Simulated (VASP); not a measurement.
# Pt (Fm-3m) in VASP: further runs

The runs below take Pt through single point, with PBE.

All numbers are computed with VASP 6.6.1; they aren't measurements. Logs are shortened: lines on timing, memory, paths and dates and some standing lists are left out, and cuts for length are marked.

## Step 1: The cell of the first run

It takes space group Fm-3m (No. 225, cubic). The conventional cell has a = 3.975 Å, b = 3.975 Å, c = 3.975 Å, α = 90.00°, β = 90.00°, γ = 90.00°. Pt (site symmetry m-3m) has 12 Pt at 2.81 Å within 3.7 Å.

## Step 2: Single point, PBE

The input, INCAR:

```
SYSTEM = Pt
PREC = Accurate ; ENCUT = 520
EDIFF = 1E-7 ; ISMEAR = -1
SIGMA = 0.15 ; LREAL = .FALSE.
LASPH = .TRUE. ; NELM = 80
ALGO = Normal ; ISIF = 2
LWAVE = .FALSE. ; LCHARG = .FALSE.
GGA = PE ; NBANDS = 11
```

The input, KPOINTS:

```
Automatic mesh
0
G
  4 4 4
  0 0 0
```

The input, POSCAR:

```
Pt
1.0
    0.0000000000      1.9874000000      1.9874000000
    1.9874000000      0.0000000000      1.9874000000
    1.9874000000      1.9874000000      0.0000000000
Pt
1
Direct
    0.0000000000      0.0000000000      0.0000000000
```

Potentials or basis: VASP PAW PBE potentials, release 64 (Pt).

On the command line:

```
> cat potpaw_PBE.64/Pt/POTCAR > POTCAR
> mpirun -np 1 vasp_std > vasp.out
```

OUTCAR:

```text
SYSTEM = Pt
   PREC = Accurate
   ENCUT = 520
   EDIFF = 1E-7
   ISMEAR = -1
   LREAL = .FALSE.
   LASPH = .TRUE.
   NELM = 80
   ISIF = 2
   GGA = PE

 ion  position               nearest neighbor table
   1  0.000  0.000  0.000-

  LATTYP: Found a face centered cubic cell.
 ALAT       =     3.9748000000

  Lattice vectors:

 A1 = (   0.0000000000,   1.9874000000,   1.9874000000)
 A2 = (   1.9874000000,   0.0000000000,   1.9874000000)
 A3 = (   1.9874000000,   1.9874000000,   0.0000000000)

Analysis of symmetry for initial positions (statically):
=====================================================================
 Subroutine PRICEL returns:
 Original cell was already a primitive cell.

 Routine SETGRP: Setting up the symmetry group for a
 face centered cubic supercell.

 Subroutine GETGRP returns: Found 48 space group operations
 (whereof 48 operations were pure point group operations)
 out of a pool of 48 trial point group operations.

The static configuration has the point symmetry O_h .

Analysis of symmetry for dynamics (positions and initial velocities):
=====================================================================
 Subroutine PRICEL returns:
 Original cell was already a primitive cell.

 Routine SETGRP: Setting up the symmetry group for a
 face centered cubic supercell.

 Subroutine GETGRP returns: Found 48 space group operations
 (whereof 48 operations were pure point group operations)
 out of a pool of 48 trial point group operations.

The dynamic configuration has the point symmetry O_h .

 Subroutine INISYM returns: Found 48 space group operations
 (whereof 48 operations are pure point group operations),
 and found     1 'primitive' translations

----------------------------------------------------------------------------------------

                                     Primitive cell

  volume of cell :      15.6995

  direct lattice vectors                    reciprocal lattice vectors
     0.000000000  1.987400000  1.987400000    -0.251584985  0.251584985  0.251584985
     1.987400000  0.000000000  1.987400000     0.251584985 -0.251584985  0.251584985
     1.987400000  1.987400000  0.000000000     0.251584985  0.251584985 -0.251584985

  length of vectors
     2.810608034  2.810608034  2.810608034     0.435757977  0.435757977  0.435757977

  position of ions in fractional coordinates (direct lattice)
     0.000000000  0.000000000  0.000000000

  ion indices of the primitive-cell ions
   primitive index   ion index
                 1           1

----------------------------------------------------------------------------------------

 KPOINTS: Automatic mesh

Automatic generation of k-mesh.
 Grid dimensions read from file:
 generate k-points for:    4    4    4

 Generating k-lattice:

  Cartesian coordinates                     Fractional coordinates (reciprocal lattice)
    -0.062896246  0.062896246  0.062896246     0.250000000  0.000000000  0.000000000
     0.062896246 -0.062896246  0.062896246     0.000000000  0.250000000  0.000000000
     0.062896246  0.062896246 -0.062896246     0.000000000  0.000000000  0.250000000

  Length of vectors
     0.108939494  0.108939494  0.108939494

  Shift w.r.t. Gamma in fractional coordinates (k-lattice)
     0.000000000  0.000000000  0.000000000

 Subroutine IBZKPT returns following result:
 ===========================================

 Found      8 irreducible k-points:

 Following reciprocal coordinates:
            Coordinates               Weight
  0.000000  0.000000  0.000000      1.000000
  0.250000  0.000000  0.000000      8.000000
  0.500000  0.000000  0.000000      4.000000
  0.250000  0.250000  0.000000      6.000000
  0.500000  0.250000  0.000000     24.000000
 -0.250000  0.250000  0.000000     12.000000
  0.500000  0.500000  0.000000      3.000000
 -0.250000  0.500000  0.250000      6.000000
   k-points           NKPTS =      8   k-points in BZ     NKDIM =      8   number of bands    NBANDS=     11
   number of dos      NEDOS =    301   number of ions     NIONS =      1
   total plane-waves  NPLWV =  13824
   dimension x,y,z NGX =    24 NGY =   24 NGZ =   24
   dimension x,y,z NGXF=    48 NGYF=   48 NGZF=   48
   ions per type =               1
   NGX,Y,Z   is equivalent  to a cutoff of  14.20, 14.20, 14.20 a.u.
   NGXF,Y,Z  is equivalent  to a cutoff of  28.39, 28.39, 28.39 a.u.
 SYSTEM =  Pt
   PREC   = accura    normal or accurate (medium, high low for compatibility)
   ISTART =      0    job   : 0-new  1-cont  2-samecut
   ICHARG =      2    charge: 1-file 2-atom 10-const
   ISPIN  =      1    spin polarized calculation?
   LNONCOLLINEAR =      F non collinear calculations
   LSORBIT =      F    spin-orbit coupling
   LASPH  =      T    aspherical Exc in radial PAW
   ENCUT  =  520.0 eV  38.22 Ry    6.18 a.u.   5.23  5.23  5.23*2*pi/ulx,y,z
   NELM   =     80;   NELMIN=  2; NELMDL= -5     # of ELM steps
   EDIFF  = 0.1E-06   stopping-criterion for ELM
   LREAL  =      F    real-space projection
   EDIFFG = 0.1E-05   stopping-criterion for IOM
   NSW    =      0    number of steps for IOM
   IBRION =     -1    ionic relax: 0-MD 1-quasi-New 2-CG
   NFREE  =      0    steps in history (QN), initial steepest desc. (CG)
   ISIF   =      2    stress and relaxation
   ISYM   =      2    0-nonsym 1-usesym 2-fastsym
   POTIM  = 0.5000    time-step for ionic-motion
   TEBEG  =    0.0;   TEEND  =   0.0 temperature during run
   PSTRESS=    0.0 pullay stress
   NELECT =      10.0000    total number of electrons
   NUPDOWN=      -1.0000    fix difference up-down
   EMIN   =  10.00;   EMAX   =-10.00  energy-range for DOS
   EFERMI =   0.00;   METHOD = LEGACY
   ISMEAR =    -1;   SIGMA  =   0.15  broadening in eV -4-tet -1-fermi 0-gaus
   EFERMI_NEDOS =   21; number of points for ismear=-14 and -15
   IALGO  =     38    algorithm
   IMIX   =      4    mixing-type and parameters
     AMIX     =   0.40;   BMIX     =  1.00
     AMIX_MAG =   1.60;   BMIX_MAG =  1.00
  volume/ion in A,a.u.               =      15.70       105.95
  Fermi-wavevector in a.u.,A,eV,Ry     =   1.408574  2.661818 26.995042  1.984080
  Thomas-Fermi vector in A             =   2.530718
   LORBIT       =      0    0 simple, 1 ext, 2 COOP (PROOUT), +10 PAW based schemes
   GGA     = PE    functional components
   LHFCALC =     F    Hartree Fock is set to
   AEXX    =    0.0000 exact exchange contribution
   IVDW    =     0    specifies the selected vdW correction
   LEPSILON=     F    determine dielectric tensor
   LRPA    =     F    only Hartree local field effects (RPA)
 non-spin polarized calculation
  energy-cutoff  :      520.00
  volume of cell :       15.70
 maximum number of plane-waves:       444
 NGX is ok and might be reduce to    24
   NGX = 11   NGY = 11   NGZ = 11

 number of electron      10.0000002 magnetization

 Free energy of the ion-electron system (eV)
  ---------------------------------------------------
  ext. energy  EPLUGINS =         0.00000000
  ---------------------------------------------------
  free energy    TOTEN  =        -6.28694658 eV

  energy without entropy =       -6.16087558  energy(sigma->0) =       -6.22391108

 E-fermi :  10.7676     XC(G=0): -13.2506

 val. band max:       10.6554534928   @ k =   0.5000   0.2500   0.0000
 cond. band min:      10.9539580139   @ k =   0.5000   0.5000   0.0000
 fundamental gap:      0.2985045211
 Fermi energy:        10.7676393974

 k-point     1 :       0.0000    0.0000    0.0000
  band No.  band energies     occupation
      1       0.7345      2.00000
      2       6.9547      2.00000
      3       6.9547      2.00000
      4       6.9547      2.00000
      5       8.9788      1.99999
      6       8.9788      1.99999
      7      25.2433      0.00000
      8      29.9973      0.00000
      9      29.9973      0.00000
     10      29.9973      0.00000
     11      35.1899      0.00000

 k-point     2 :       0.2500    0.0000    0.0000
  band No.  band energies     occupation
      1       2.7192      2.00000
      2       6.6300      2.00000
      3       7.3095      2.00000
      4       7.3095      2.00000
      5       9.1488      1.99996
      6       9.1488      1.99996
      7      23.5829      0.00000
      8      26.8127      0.00000
      9      32.7040      0.00000
     10      32.7040      0.00000
     11      33.6868      0.00000

 k-point     3 :       0.5000    0.0000    0.0000
  band No.  band energies     occupation
      1       3.5898      2.00000
      2       6.9026      2.00000
      3       6.9026      2.00000
      4      10.1987      1.95593
      5      10.5368      1.64668
      6      10.5368      1.64668
      7      16.0442      0.00000
      8      24.8044      0.00000
      9      29.2055      0.00000
     10      29.2055      0.00000
     11      38.2284      0.00000

 k-point     4 :       0.2500    0.2500    0.0000
  band No.  band energies     occupation
      1       3.4098      2.00000
      2       5.4683      2.00000
      3       7.7025      2.00000
      4       8.5087      2.00000
      5       8.5087      2.00000
      6       9.6978      1.99840
      7      27.3022      0.00000
      8      27.3022      0.00000
      9      27.8415      0.00000
     10      29.2531      0.00000
     11      30.7675      0.00000

 k-point     5 :       0.5000    0.2500    0.0000
  band No.  band energies     occupation
      1       4.6266      2.00000
      2       5.7340      2.00000
      3       7.1968      2.00000
      4       8.4572      2.00000
      5      10.6555      1.35744
      6      13.4405      0.00000
      7      17.7119      0.00000
      8      24.2473      0.00000
      9      25.7997      0.00000
     10      29.0623      0.00000
     11      36.7239      0.00000

 k-point     6 :      -0.2500    0.2500    0.0000
  band No.  band energies     occupation
      1       4.9953      2.00000
      2       6.1624      2.00000
      3       6.5507      2.00000
      4       8.1192      2.00000
      5       8.8848      1.99999
      6      12.2769      0.00009
      7      20.9884      0.00000
      8      23.1171      0.00000
      9      28.0703      0.00000
     10      31.3122      0.00000
     11      33.0069      0.00000

 k-point     7 :       0.5000    0.5000    0.0000
  band No.  band energies     occupation
      1       3.8675      2.00000
      2       4.2929      2.00000
      3      10.5073      1.70028
      4      10.9540      0.44813
      5      10.9540      0.44813
      6      12.3630      0.00005
      7      18.9594      0.00000
      8      21.7740      0.00000
      9      21.7740      0.00000
     10      30.1694      0.00000
     11      33.2729      0.00000

 k-point     8 :      -0.2500    0.5000    0.2500
  band No.  band energies     occupation
      1       5.2118      2.00000
      2       6.2360      2.00000
      3       6.2360      2.00000
      4       8.6450      2.00000
      5      10.9572      0.44062
      6      17.3503      0.00000
      7      18.5876      0.00000
      8      18.5876      0.00000
      9      22.2212      0.00000
     10      34.7077      0.00000
     11      34.7077      0.00000

------------------------ aborting loop because EDIFF is reached ----------------------------------------

  FORCE on cell =-STRESS in cart. coord.  units (eV):
  Direction    XX          YY          ZZ          XY          YZ          ZX
  --------------------------------------------------------------------------------------
  -------------------------------------------------------------------------------------
  Total       -0.2556440     -0.2556440     -0.2556440      0.0000000      0.0000000      0.0000000
  in kB      -26.0891785    -26.0891785    -26.0891785      0.0000000      0.0000000      0.0000000
  external PRESSURE =     -26.0891785 kB  Pullay stress =       0.0000000 kB

 VOLUME and BASIS-vectors are now :
 -----------------------------------------------------------------------------
  energy-cutoff  :      520.00
  volume of cell :       15.70
      direct lattice vectors                 reciprocal lattice vectors
     0.000000000  1.987400000  1.987400000    -0.251584985  0.251584985  0.251584985
     1.987400000  0.000000000  1.987400000     0.251584985 -0.251584985  0.251584985
     1.987400000  1.987400000  0.000000000     0.251584985  0.251584985 -0.251584985

 POSITION                                       TOTAL-FORCE (eV/Angst)
 -----------------------------------------------------------------------------------
      0.00000      0.00000      0.00000        -0.000000     -0.000000     -0.000000
 -----------------------------------------------------------------------------------
    total drift:                               -0.000000      0.000000     -0.000000

  FREE ENERGIE OF THE ION-ELECTRON SYSTEM (eV)
  ---------------------------------------------------
  free  energy   TOTEN  =        -6.2869465800 eV

  energy  without entropy=       -6.1608755840  energy(sigma->0) =       -6.22391108
```

Run time: 2.1 s. Hardware: 1 thread of Intel Xeon 6975P-C (Granite Rapids), shared host; peak memory 0.14 GiB.

What came out:

* Free energy: -6.2869 eV
* Pressure: -2.6 GPa
* Band gap on the k mesh: zero (band 5 reaches 10.96 eV, above the bottom of band 6 at 8.98 eV)

Caveat: the k points lie up to 0.68 Å⁻¹ apart; spin-orbit coupling is left out, which moves the levels of the heavy elements.

## Step 3: Single point, PBE

The input, INCAR:

```
PREC = Accurate ; ENCUT = 520
EDIFF = 1E-7 ; ISMEAR = -1
SIGMA = 0.15 ; LREAL = False
LASPH = True ; NELM = 60
ALGO = Normal ; ISIF = 2
LWAVE = False ; LCHARG = True
GGA = PE ; LELF = True
LVHAR = True ; NBANDS = 11
```

The input, KPOINTS:

```
regular mesh
0
Gamma
  4 4 4
```

POSCAR is that of step 2.

Potentials or basis: VASP PAW PBE potentials, release 64 (Pt).

On the command line:

```
> cat potpaw_PBE.64/Pt/POTCAR > POTCAR
> mpirun -np 1 vasp_std > vasp.out
```

Wall time 2.1 s (1 thread of Intel Xeon 6975P-C (Granite Rapids), shared host); peak memory 0.13 GiB.

The run converged. Its results:

```
Free energy            : -6.2869 eV
Pressure               : -2.6 GPa
Band gap on the k mesh : zero (band 5 reaches 10.96 eV, above the bottom of band 6 at 8.98 eV)
```

Levels at points of the mesh, in eV from the Fermi level:
```csv
k point,band 2,band 3,band 4,band 5,band 6,band 7,band 8,band 9
"(0.00, 0.00, 0.00)",-3.81,-3.81,-3.81,-1.79,-1.79,14.48,19.23,19.23
"(0.50, 0.00, 0.00)",-3.87,-3.87,-0.57,-0.23,-0.23,5.28,14.04,18.44
"(0.50, 0.50, 0.00)",-6.47,-0.26,0.19,0.19,1.60,8.19,11.01,11.01
```

Caveat: the k points lie up to 0.68 Å⁻¹ apart; spin-orbit coupling is left out, which moves the levels of the heavy elements.
